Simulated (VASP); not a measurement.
LiB8:

```
CELL_PARAMETERS angstrom
5.80138 0.00000 0.00000
-2.90069 5.02414 0.00000
0.00000 0.00000 1.98452
ATOMIC_POSITIONS crystal
Li 0.00000 0.00000 0.50000
B 0.63345 0.81672 0.00000
B 0.66667 0.33333 0.50000
B 0.18328 0.81672 0.00000
B 0.18328 0.36655 0.00000
B 0.81672 0.63345 0.00000
B 0.81672 0.18328 0.00000
B 0.33333 0.66667 0.50000
B 0.36655 0.18328 0.00000
```

| Quantity | Value |
| --- | --- |
| Program | VASP 6.6.1 |
| Task | relaxation of cell and atoms |
| Functional | PBE |
| Dispersion | D3(BJ) |
| Potentials or basis | VASP PAW PBE potentials, release 64 (Li_sv, B) |
| Cutoff | 600 eV |
| k mesh | 9 × 9 × 18 |
| Occupations | gaussian, width 0.1 eV |
| Spin | no spin polarisation |

At the start: pressure -0.1 GPa; volume 6.43 Å³/atom.

Q: Where does the relaxation end?

A: Over 5 steps the energy falls by 2.7 meV/atom and the volume is 6.41 Å³/atom (-0.3 %); space group P6/mmm (No. 191, to 0.05 Å).

The path:
```tsv
step	energy change (eV)	largest force (eV/Å)	pressure (GPa)	volume (Å³)
1	0.0000	0.2087	-0.10	57.84
2	-0.0236	0.0429	-0.32	57.80
3	-0.0241	0.0100	-0.33	57.80
4	-0.0241	0.0143	-0.33	57.80
5	-0.0242	0.0033	0.14	57.68
```

Final structure:
```xyz
9
Lattice="5.8288 0.0000 0.0000 -2.9144 5.0479 0.0000 0.0000 0.0000 1.9605" Properties=species:S:1:pos:R:3 pbc="T T T"
Li    0.0000    0.0000    0.9802
B     1.3227    4.1289    0.0000
B     2.9144    1.6826    0.9802
B    -1.3227    4.1289    0.0000
B     0.0000    1.8379    0.0000
B     2.9144    3.2100    0.0000
B     4.2371    0.9190    0.0000
B     0.0000    3.3653    0.9802
B     1.5917    0.9190    0.0000
```

Caveat: the cutoff is under 1.25 times the usual one of these potentials, so pressure, stress and relaxed cells hold a basis-set (Pulay) error; pairwise dispersion overbinds metals, which lowers pressure and volume.
